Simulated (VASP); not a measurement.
A run of VASP 6.6.1 is set up as follows.

File INCAR:

```
SYSTEM = BeTe
PREC     = Accurate       ! precision mode
ENCUT    = 600            ! plane-wave cutoff, eV
EDIFF    = 1E-6           ! SCF threshold, eV
ISMEAR   = 0              ! smearing method
SIGMA    = 0.05           ! smearing width, eV
LREAL    = .FALSE.        ! projectors in reciprocal space
LASPH    = .TRUE.         ! aspherical terms in the spheres
NELM     = 120            ! most SCF steps
ALGO     = Normal         ! electronic algorithm
ISIF     = 2              ! what is computed and relaxed
LWAVE    = .FALSE.        ! write WAVECAR
LCHARG   = .FALSE.        ! write CHGCAR
GGA      = RE             ! functional
NBANDS   = 11             ! bands
GGA_COMPAT= .FALSE.
```

The input KPOINTS:

```
regular mesh
0
G
  8 8 8
  0 0 0
```

POSCAR

```
BeTe
1.0
    0.0000000000      2.8524099085      2.8524099085
    2.8524099085      0.0000000000      2.8524099085
    2.8524099085      2.8524099085      0.0000000000
Be Te
1 1
Direct
    0.0000000000      0.0000000000      0.0000000000
    0.7500000000      0.7500000000      0.7500000000
```

Potentials or basis: VASP PAW PBE potentials, release 64 (Be, Te).

Launch:

```bash
$ cat potpaw_PBE.64/Be/POTCAR potpaw_PBE.64/Te/POTCAR > POTCAR
$ mpirun -np 1 vasp_std > vasp.out
```

**Question.** What does it give for the band gap on the k mesh?

**Answer.** 2.14 eV, indirect (least direct gap 3.61 eV).

**Question.** What does it give for the pressure?

**Answer.** 0.1 GPa.

Caveat: the PAW data sets were made with another functional, which shifts forces and pressure a little; spin-orbit coupling is left out, which moves the levels of the heavy elements. A k mesh can miss the band edges.
